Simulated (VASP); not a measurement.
Set up this calculation in VASP 6.6.1, as the native input.

* Task: single point
* Functional: PBE
* Dispersion: D3(BJ)
* Potentials or basis: VASP PAW PBE potentials, release 64 (Cd, S)
* Cutoff: 520 eV
* k mesh: 2 × 2 × 2
* Occupations: fermi-dirac, width 0.05 eV
* Spin: no spin polarisation
* Dipole correction: no
* Further INCAR settings: LREAL = Auto; ALGO = Normal; EDIFF = 1e-06; NBANDS = 89

The structure of Cd8S9 (a cell with a defect) lies in POSCAR:

```
Cd8S9
1.0
   -4.1348000000     -7.1616840000      0.0000000000
    6.2022000000     -3.5808420000      0.0000000000
    0.0000000000      0.0000000000      6.7490000000
Cd S
8 9
Direct
    0.3211343988      0.3841099145      0.0562898207
    0.4158978583      0.6405395609      0.4932138095
    0.2661810876      0.7967665604     -0.0216921025
    0.2766903460      0.2006319117      0.5095421544
   -0.0675842518      0.3143163129     -0.0330863832
   -0.0410318515      0.7426625230      0.2782338124
    0.6577331139      0.9388918254      0.0419469551
    0.8030315599      0.2302368343      0.5475329678
    0.5224235195      0.3703229126      0.3322418136
    0.4950913489      0.6482866901      0.8510149652
    0.2443918149      0.8847201439      0.3350866795
    0.1687243420      0.1185613829      0.8587198103
    0.0289734158      0.3621778207      0.3426581716
    0.0453988494      0.5535479608      0.7058675359
    0.7115157273      0.8368280980      0.4010075567
    0.6665199863      0.1981920672      0.8360942362
    0.9003473048      0.7081287343      0.9329085790
```

These files were run (other wordings do the same):

INCAR

```
SYSTEM = Cd8S9
  PREC = Accurate
  ENCUT = 520
  EDIFF = 1E-6
  ISMEAR = -1
  SIGMA = 0.05
  LREAL = Auto
  LASPH = .TRUE.
  NELM = 80
  ALGO = Normal
  ISIF = 2
  LWAVE = .FALSE.
  LCHARG = .TRUE.
  GGA = PE
  IVDW = 12
  LELF = .TRUE.
  LVHAR = .TRUE.
  NBANDS = 89
```

KPOINTS

```
Automatic mesh
0
G
  2 2 2
  0 0 0
```

Potentials or basis: VASP PAW PBE potentials, release 64 (Cd, S).

The run is started by

```console
$ cat potpaw_PBE.64/Cd/POTCAR potpaw_PBE.64/S/POTCAR > POTCAR
$ mpirun -np 1 vasp_std > vasp.out
```

Results of the run:

```yaml
Pressure: 2.2 GPa
Largest_force: 2.541 eV/Å
Band_gap_on_the_k_mesh: 0.27 eV
Dispersion_energy_per_atom: -0.321 eV
```

Caveat: the k points lie up to 0.47 Å⁻¹ apart.

Wall time 8.7 min on 1 thread of Oxide Virtual Turin-like Processor (shared host), peak memory 0.46 GiB.
